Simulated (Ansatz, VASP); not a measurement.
**Two plane-wave programs on InAs**

```
In As
1.0
     0.00000    2.87730    3.00678
     2.87730    0.00000    3.00678
     2.87730    2.87730    0.00000
In As
1 1
Direct
  0.50000 0.50000 0.50000
  0.00000 0.00000 0.00000
```

Change from the starting cell: strain +0.0450 x Voigt [0, 0, 1, 0, 0, 0], atoms carried along.

Alike in both runs: task single point; functional PBEsol; k mesh 14 × 14 × 14; occupations gaussian, width 0.15 eV; no spin polarisation.

|  | VASP | Ansatz |
| --- | --- | --- |
| version | VASP 6.6.1 | Ansatz 0.2.0 |
| potentials or method | VASP PAW PBE potentials, release 64 (In_d, As), cutoff 520 eV | scalar-relativistic, plane waves, PAW |
| valence electrons in the cell | 18 | 28 |

```tsv
	VASP	Ansatz	Ansatz less VASP
gap on the k mesh at the Fermi level (eV)	none	none	-
pressure (GPa)	-5.2	-5.3	-0.06
traceless stress, the component that is largest in VASP (GPa)	-1.88	-1.86	+0.016
```

VASP's potentials were made for PBE, not for PBEsol. A gap of «none» marks a metal or a gap that the smearing closes. VASP's potentials hold 18 valence electrons a cell and Ansatz's 28, so a difference there can come from the potentials and not from the codes.
